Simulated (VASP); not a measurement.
# Si4Sn (Cmmm) in VASP: relaxation of cell and atoms with PBE

Aim: the relaxation of cell and atoms of Si4Sn with PBE.

Program: VASP 6.6.1. These are calculated values, not measurements. Logs are shortened: lines on timing, memory, paths and dates and some standing lists are left out, and cuts for length are marked.

### 1 The cell of the first run

Symmetry: Cmmm, No. 65, orthorhombic system. The conventional cell has a = 7.714 Å, b = 8.173 Å, c = 3.289 Å, α = 90.00°, β = 90.00°, γ = 90.00°. Within 3.3 Å of Si (site symmetry m2m) lie 7 Si at 2.53 to 3.29 Å and 1 Sn at 2.81 Å. Within 3.3 Å of Si (site symmetry 2mm) lie 7 Si at 2.53 to 3.29 Å and 2 Sn at 2.92 Å. Within 3.7 Å of Sn (site symmetry mmm) lie 6 Si at 2.81 to 2.92 Å and 2 Sn at 3.29 Å.

The cell was built from a structure type or drawn by symmetry, and may not be a known phase.

### 2 Relaxation of cell and atoms, PBE

The input, INCAR:

```
SYSTEM = Si4Sn
  PREC = Accurate
  ENCUT = 600
  EDIFF = 1E-7
  ISMEAR = 0
  SIGMA = 0.1
  LREAL = .FALSE.
  LASPH = .TRUE.
  NELM = 100
  ALGO = Normal
  ISIF = 3
  LWAVE = .FALSE.
  LCHARG = .FALSE.
  GGA = PE
  IBRION = 2
  NSW = 100
  EDIFFG = -0.01
```

The input, KPOINTS:

```
Automatic mesh
0
G
  8 8 12
  0 0 0
```

The input, POSCAR:

```
Si4Sn
1.0
    3.8567779636     -4.0862646363      0.0000000000
    3.8567779636      4.0862646363      0.0000000000
    0.0000000000      0.0000000000      3.2885530056
Si Sn
4 1
Direct
    0.8441440919      0.1558559081      0.5000000000
    0.1876051487      0.1876051487      0.0000000000
    0.8123948513      0.8123948513      0.0000000000
    0.1558559081      0.8441440919      0.5000000000
    0.5000000000      0.5000000000      0.5000000000
```

Potentials or basis: VASP PAW PBE potentials, release 64 (Si, Sn_d).

On the command line:

```
cat potpaw_PBE.64/Si/POTCAR potpaw_PBE.64/Sn_d/POTCAR > POTCAR
mpirun -np 1 vasp_std > vasp.out
```

OUTCAR:

```text
SYSTEM = Si4Sn
   PREC = Accurate
   ENCUT = 600
   EDIFF = 1E-7
   ISMEAR = 0
   LREAL = .FALSE.
   LASPH = .TRUE.
   NELM = 100
   ISIF = 3
   GGA = PE
   IBRION = 2
   NSW = 100
   EDIFFG = -0.01

 ion  position               nearest neighbor table
   1  0.844  0.156  0.500-   2 2.53   3 2.53   2 2.53   3 2.53   4 2.55   5 2.81
   2  0.188  0.188  0.000-   1 2.53   4 2.53   1 2.53   4 2.53   3 2.89   5 2.92   5 2.92
   3  0.812  0.812  0.000-   1 2.53   4 2.53   1 2.53   4 2.53   2 2.89   5 2.92   5 2.92
   4  0.156  0.844  0.500-   2 2.53   3 2.53   2 2.53   3 2.53   1 2.55   5 2.81
   5  0.500  0.500  0.500-   1 2.81   4 2.81   3 2.92   2 2.92   2 2.92   3 2.92

  LATTYP: Found a base centered orthorhombic cell.
 ALAT       =     7.7135559272
 B/A-ratio  =     1.0595021738
 C/A-ratio  =     0.4263342402

  Lattice vectors:

 A1 = (   3.8567779636,  -4.0862646363,   0.0000000000)
 A2 = (   3.8567779636,   4.0862646363,   0.0000000000)
 A3 = (   0.0000000000,   0.0000000000,   3.2885530056)

Analysis of symmetry for initial positions (statically):
=====================================================================
 Subroutine PRICEL returns:
 Original cell was already a primitive cell.

 Routine SETGRP: Setting up the symmetry group for a
 base centered orthorhombic supercell.

 Subroutine GETGRP returns: Found  8 space group operations
 (whereof  8 operations were pure point group operations)
 out of a pool of  8 trial point group operations.

The static configuration has the point symmetry D_2h.

Analysis of symmetry for dynamics (positions and initial velocities):
=====================================================================
 Subroutine PRICEL returns:
 Original cell was already a primitive cell.

 Routine SETGRP: Setting up the symmetry group for a
 base centered orthorhombic supercell.

 Subroutine GETGRP returns: Found  8 space group operations
 (whereof  8 operations were pure point group operations)
 out of a pool of  8 trial point group operations.

The dynamic configuration has the point symmetry D_2h.

 Subroutine INISYM returns: Found  8 space group operations
 (whereof  8 operations are pure point group operations),
 and found     1 'primitive' translations

----------------------------------------------------------------------------------------

                                     Primitive cell

  volume of cell :     103.6540

  direct lattice vectors                    reciprocal lattice vectors
     3.856777964 -4.086264636  0.000000000     0.129641894 -0.122361140  0.000000000
     3.856777964  4.086264636  0.000000000     0.129641894  0.122361140  0.000000000
     0.000000000  0.000000000  3.288553006     0.000000000  0.000000000  0.304085109

  length of vectors
     5.618922934  5.618922934  3.288553006     0.178267410  0.178267410  0.304085109

  position of ions in fractional coordinates (direct lattice)
     0.844144092  0.155855908  0.500000000
     0.187605149  0.187605149  0.000000000
     0.812394851  0.812394851  0.000000000
     0.155855908  0.844144092  0.500000000
     0.500000000  0.500000000  0.500000000

  ion indices of the primitive-cell ions
   primitive index   ion index
                 1           1
                 2           2
                 3           3
                 4           4
                 5           5

----------------------------------------------------------------------------------------

 KPOINTS: Automatic mesh

Automatic generation of k-mesh.
 Grid dimensions read from file:
 generate k-points for:    8    8   12

 Generating k-lattice:

  Cartesian coordinates                     Fractional coordinates (reciprocal lattice)
     0.016205237 -0.015295143  0.000000000     0.125000000 -0.000000000  0.000000000
     0.016205237  0.015295143  0.000000000    -0.000000000  0.125000000  0.000000000
     0.000000000  0.000000000  0.025340426     0.000000000  0.000000000  0.083333333

  Length of vectors
     0.022283426  0.022283426  0.025340426

  Shift w.r.t. Gamma in fractional coordinates (k-lattice)
     0.000000000  0.000000000  0.000000000

 Subroutine IBZKPT returns following result:
 ===========================================

 Found    147 irreducible k-points:

 Following reciprocal coordinates:
            Coordinates               Weight
  0.000000  0.000000  0.000000      1.000000
  0.125000 -0.000000  0.000000      4.000000
  0.250000 -0.000000  0.000000      4.000000
  0.375000  0.000000  0.000000      4.000000
  0.500000 -0.000000  0.000000      2.000000
  0.125000  0.125000  0.000000      2.000000
[... 16 lines left out ...]
  0.125000 -0.000000  0.083333      8.000000
  0.250000 -0.000000  0.083333      8.000000
 [... further k-points ...]
   k-points           NKPTS =    147   k-points in BZ     NKDIM =    147   number of bands    NBANDS=     19
   number of dos      NEDOS =    301   number of ions     NIONS =      5
   total plane-waves  NPLWV =  64512
   dimension x,y,z NGX =    48 NGY =   48 NGZ =   28
   dimension x,y,z NGXF=    96 NGYF=   96 NGZF=   56
   ions per type =               4   1
   NGX,Y,Z   is equivalent  to a cutoff of  14.20, 14.20, 14.15 a.u.
   NGXF,Y,Z  is equivalent  to a cutoff of  28.40, 28.40, 28.31 a.u.
 SYSTEM =  Si4Sn
   PREC   = accura    normal or accurate (medium, high low for compatibility)
   ISTART =      0    job   : 0-new  1-cont  2-samecut
   ICHARG =      2    charge: 1-file 2-atom 10-const
   ISPIN  =      1    spin polarized calculation?
   LNONCOLLINEAR =      F non collinear calculations
   LSORBIT =      F    spin-orbit coupling
   LASPH  =      T    aspherical Exc in radial PAW
   ENCUT  =  600.0 eV  44.10 Ry    6.64 a.u.  11.22 11.22  6.57*2*pi/ulx,y,z
   NELM   =    100;   NELMIN=  2; NELMDL= -5     # of ELM steps
   EDIFF  = 0.1E-06   stopping-criterion for ELM
   LREAL  =      F    real-space projection
   EDIFFG = -.1E-01   stopping-criterion for IOM
   NSW    =    100    number of steps for IOM
   IBRION =      2    ionic relax: 0-MD 1-quasi-New 2-CG
   NFREE  =      1    steps in history (QN), initial steepest desc. (CG)
   ISIF   =      3    stress and relaxation
   ISYM   =      2    0-nonsym 1-usesym 2-fastsym
   POTIM  = 0.5000    time-step for ionic-motion
   TEBEG  =    0.0;   TEEND  =   0.0 temperature during run
   PSTRESS=    0.0 pullay stress
   NELECT =      30.0000    total number of electrons
   NUPDOWN=      -1.0000    fix difference up-down
   EMIN   =  10.00;   EMAX   =-10.00  energy-range for DOS
   EFERMI =   0.00;   METHOD = LEGACY
   ISMEAR =     0;   SIGMA  =   0.10  broadening in eV -4-tet -1-fermi 0-gaus
   EFERMI_NEDOS =   21; number of points for ismear=-14 and -15
   IALGO  =     38    algorithm
   IMIX   =      4    mixing-type and parameters
     AMIX     =   0.40;   BMIX     =  1.00
     AMIX_MAG =   1.60;   BMIX_MAG =  1.00
  volume/ion in A,a.u.               =      20.73       139.90
  Fermi-wavevector in a.u.,A,eV,Ry     =   1.082896  2.046376 15.955047  1.172663
  Thomas-Fermi vector in A             =   2.218948
   LORBIT       =      0    0 simple, 1 ext, 2 COOP (PROOUT), +10 PAW based schemes
   GGA     = PE    functional components
   LHFCALC =     F    Hartree Fock is set to
   AEXX    =    0.0000 exact exchange contribution
   IVDW    =     0    specifies the selected vdW correction
   LEPSILON=     F    determine dielectric tensor
   LRPA    =     F    only Hartree local field effects (RPA)
 conjugate gradient relaxation of ions
 non-spin polarized calculation
 Gauss-broadening in eV      SIGMA  =   0.10
  energy-cutoff  :      600.00
  volume of cell :      103.65
 maximum number of plane-waves:      3496
 NGX is ok and might be reduce to    48
   NGX = 23   NGY = 23   NGZ = 13

--------------------------------------- Ionic step        1  -------------------------------------------

 number of electron      29.9999998 magnetization

 Free energy of the ion-electron system (eV)
  ---------------------------------------------------
  ext. energy  EPLUGINS =         0.00000000
  ---------------------------------------------------
  free energy    TOTEN  =       -23.16062005 eV

  energy without entropy =      -23.15183296  energy(sigma->0) =      -23.15622650

------------------------ aborting loop because EDIFF is reached ----------------------------------------

  FORCE on cell =-STRESS in cart. coord.  units (eV):
  Direction    XX          YY          ZZ          XY          YZ          ZX
  --------------------------------------------------------------------------------------
  -------------------------------------------------------------------------------------
  Total       -0.7302735      0.0758295      0.1201347      0.0000000      0.0000000      0.0000000
  in kB      -11.2878220      1.1720955      1.8569198      0.0000000      0.0000000      0.0000000
  external PRESSURE =      -2.7529355 kB  Pullay stress =       0.0000000 kB

 VOLUME and BASIS-vectors are now :
 -----------------------------------------------------------------------------
  energy-cutoff  :      600.00
  volume of cell :      103.65
      direct lattice vectors                 reciprocal lattice vectors
     3.856777964 -4.086264636  0.000000000     0.129641894 -0.122361140  0.000000000
     3.856777964  4.086264636  0.000000000     0.129641894  0.122361140  0.000000000
     0.000000000  0.000000000  3.288553006     0.000000000  0.000000000  0.304085109
[... 235 lines left out ...]
 POSITION                                       TOTAL-FORCE (eV/Angst)
 -----------------------------------------------------------------------------------
      3.81775     -2.82174      1.64708         0.000000      0.001535      0.000000
      1.41573      0.00000      0.00000        -0.022766     -0.000000      0.000000
      6.21976      0.00000      0.00000         0.022766     -0.000000      0.000000
      3.81775      2.82174      1.64708         0.000000     -0.001535      0.000000
      3.81775      0.00000      1.64708         0.000000      0.000000      0.000000
 -----------------------------------------------------------------------------------
    total drift:                               -0.000000     -0.000000     -0.000000

  FREE ENERGIE OF THE ION-ELECTRON SYSTEM (eV)
  ---------------------------------------------------
  free  energy   TOTEN  =       -23.1678270153 eV

  energy  without entropy=      -23.1593230545  energy(sigma->0) =      -23.16357503

--------------------------------------- Ionic step        8  -------------------------------------------

 number of electron      29.9999998 magnetization

 Free energy of the ion-electron system (eV)
  ---------------------------------------------------
  ext. energy  EPLUGINS =         0.00000000
  ---------------------------------------------------
  free energy    TOTEN  =       -23.16791217 eV

  energy without entropy =      -23.15943317  energy(sigma->0) =      -23.16367267

 E-fermi :   6.9269     XC(G=0):  -9.9086

 val. band max:        6.9239392002   @ k =  -0.3750   0.1250   0.5000
 cond. band min:       6.9367173312   @ k =   0.0000   0.0000   0.5000
 fundamental gap:      0.0127781310
 Fermi energy:         6.9269174204

 k-point     1 :       0.0000    0.0000    0.0000
  band No.  band energies     occupation
      1     -14.6506      2.00000
      2     -14.5319      2.00000
      3     -14.5139      2.00000
      4     -14.5039      2.00000
      5     -14.4973      2.00000
      6      -5.9858      2.00000
[... 11 lines left out ...]
     18      10.5850      0.00000
     19      11.4186      0.00000
[... 485 lines left out ...]
 k-point    24 :       0.2500   -0.0000    0.0833
  band No.  band energies     occupation
      1     -14.6386      2.00000
      2     -14.5314      2.00000
      3     -14.5189      2.00000
      4     -14.5080      2.00000
      5     -14.4966      2.00000
      6      -5.7594      2.00000
[... 11 lines left out ...]
     18       9.9425      0.00000
     19      10.4832      0.00000

 [... further k-points ...]

------------------------ aborting loop because EDIFF is reached ----------------------------------------

  FORCE on cell =-STRESS in cart. coord.  units (eV):
  Direction    XX          YY          ZZ          XY          YZ          ZX
  --------------------------------------------------------------------------------------
  -------------------------------------------------------------------------------------
  Total        0.0216338     -0.0063286      0.0208489      0.0000000      0.0000000      0.0000000
  in kB        0.3351413     -0.0980394      0.3229822      0.0000000      0.0000000      0.0000000
  external PRESSURE =       0.1866947 kB  Pullay stress =       0.0000000 kB

 VOLUME and BASIS-vectors are now :
 -----------------------------------------------------------------------------
  energy-cutoff  :      600.00
  volume of cell :      103.42
      direct lattice vectors                 reciprocal lattice vectors
     3.819447848 -4.109615428  0.000000000     0.130908974 -0.121665885  0.000000000
     3.819447848  4.109615428  0.000000000     0.130908974  0.121665885  0.000000000
     0.000000000  0.000000000  3.294451346     0.000000000  0.000000000  0.303540679

 POSITION                                       TOTAL-FORCE (eV/Angst)
 -----------------------------------------------------------------------------------
      3.81945     -2.81979      1.64723         0.000000      0.003106      0.000000
      1.41464      0.00000      3.29445        -0.008607      0.000000     -0.000000
      6.22425      0.00000      0.00000         0.008607      0.000000      0.000000
      3.81945      2.81979      1.64723         0.000000     -0.003106      0.000000
      3.81945      0.00000      1.64723        -0.000000     -0.000000      0.000000
 -----------------------------------------------------------------------------------
    total drift:                               -0.000000     -0.000000     -0.000000

  FREE ENERGIE OF THE ION-ELECTRON SYSTEM (eV)
  ---------------------------------------------------
  free  energy   TOTEN  =       -23.1679121672 eV

  energy  without entropy=      -23.1594331682  energy(sigma->0) =      -23.16367267

 reached required accuracy - stopping structural energy minimisation
```

It took 9.9 min on 1 thread of Intel Xeon 6975P-C (Granite Rapids), shared host; peak memory 0.5 GiB.

What came out:

- Free energy: -23.1679 eV
- Relaxed volume: 20.68 Å³/atom
- Relaxed cell: a = 5.610 Å, b = 5.610 Å, c = 3.294 Å, α = 90.00°, β = 90.00°, γ = 94.19°
- Space group after relaxing (to 0.1 Å): Cmmm (No. 65)
- Energy gained by relaxing: 1.5 meV/atom
- Ionic steps: 8
- Pressure after relaxing: 0.0 GPa
- Largest force after relaxing: 0.009 eV/Å
- Band gap on the k mesh: zero (bands 15 and 16 overlap by 3.44 eV)

Forces in eV/Å, atoms in the order of the input:
```
Si   0.000  0.003  0.000
Si  -0.009  0.000  0.000
Si   0.009  0.000  0.000
Si   0.000 -0.003  0.000
Sn   0.000  0.000  0.000
```

The path:
| step | energy change (eV) | largest force (eV/Å) | pressure (GPa) | volume (Å³) |
| --- | --- | --- | --- | --- |
| 1 | 0.0000 | 0.1757 | -0.28 | 103.65 |
| 2 | -0.0050 | 0.0897 | 0.21 | 103.12 |
| 3 | -0.0051 | 0.1116 | 0.31 | 103.01 |
| 4 | -0.0069 | 0.0383 | 0.00 | 103.44 |
| 5 | -0.0069 | 0.0243 | -0.06 | 103.53 |
| 6 | -0.0072 | 0.0222 | -0.01 | 103.45 |
| 7 | -0.0072 | 0.0228 | 0.01 | 103.42 |
| 8 | -0.0073 | 0.0086 | 0.02 | 103.42 |

Final structure:
```
CELL_PARAMETERS angstrom
3.81945 -4.10962 0.00000
3.81945 4.10962 0.00000
0.00000 0.00000 3.29445
ATOMIC_POSITIONS crystal
Si 0.84307 0.15693 0.50000
Si 0.18519 0.18519 0.00000
Si 0.81481 0.81481 0.00000
Si 0.15693 0.84307 0.50000
Sn 0.50000 0.50000 0.50000
```

Caveat: spin-orbit coupling is left out, which moves the levels of the heavy elements.
